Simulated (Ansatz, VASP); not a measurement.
**Si: VASP beside Ansatz**

File INCAR:

```
  PREC = Accurate
  ENCUT = 520
  EDIFF = 1E-6
  ISMEAR = -1
  SIGMA = 0.1
  LREAL = False
  LASPH = True
  NELM = 60
  ALGO = Normal
  ISIF = 2
  LWAVE = False
  LCHARG = True
  GGA = CA
  LELF = True
  LVHAR = True
  NBANDS = 8
```

File KPOINTS:

```
Automatic mesh
0
Gamma
  14 14 14
```

Contents of POSCAR:

```
Si
1.0
    2.4309891648      0.0000000000      0.0000000000
    0.0000000000      2.4309891648      0.0000000000
    0.0000000000      0.0000000000      2.4309891648
Si
1
Direct
    0.0000000000      0.0000000000      0.0000000000
```

Input for Ansatz:

```yaml
crystal:
  lattice:
    - [2.4309891648, 0.0, 0.0]
    - [0.0, 2.4309891648, 0.0]
    - [0.0, 0.0, 2.4309891648]
  atoms:
    - { symbol: Si, position: [0.0, 0.0, 0.0] }
hamiltonian:
  xc: lda
  pseudopotentials:
    kind: paw
    azcp:
      Si: "pseudopotentials/Si.paw.azcp"
basis:
  ecutwfc: 420
  fft_grid_basis: typed
kpoints:
  mp_grid: { grid: [14, 14, 14], shift: [0, 0, 0] }
magnetization:
  spin_polarized: false
scf:
  occupations: { method: fermi_dirac, width: 0.1 }
  lower_state_search: "off"
output:
  stress: true
  write_density: true
  write_potential: true
  elf: true
  volumetric_format: npy
```

Alike in both runs: task single point; functional LDA; k mesh 14 × 14 × 14; occupations fermi-dirac, width 0.1 eV; no spin polarisation.

|  | VASP | Ansatz |
| --- | --- | --- |
| version | VASP 6.6.1 | Ansatz 0.2.0 |
| potentials or method | VASP PAW LDA potentials, release 64 (Si), cutoff 520 eV | plane waves (420 eV) with PAW, scalar-relativistic |
| valence electrons in the cell | 4 | 4 |

VASP gave:

* pressure (GPa): 11.7

Task: What did Ansatz give for the same quantities?

Result: Pressure (GPa): 11.6.

Ansatz warns that its potentials were made for another functional, while VASP's fit it. LDA's correlation is that of Perdew and Zunger in VASP and of Perdew and Wang (1992) in Ansatz.
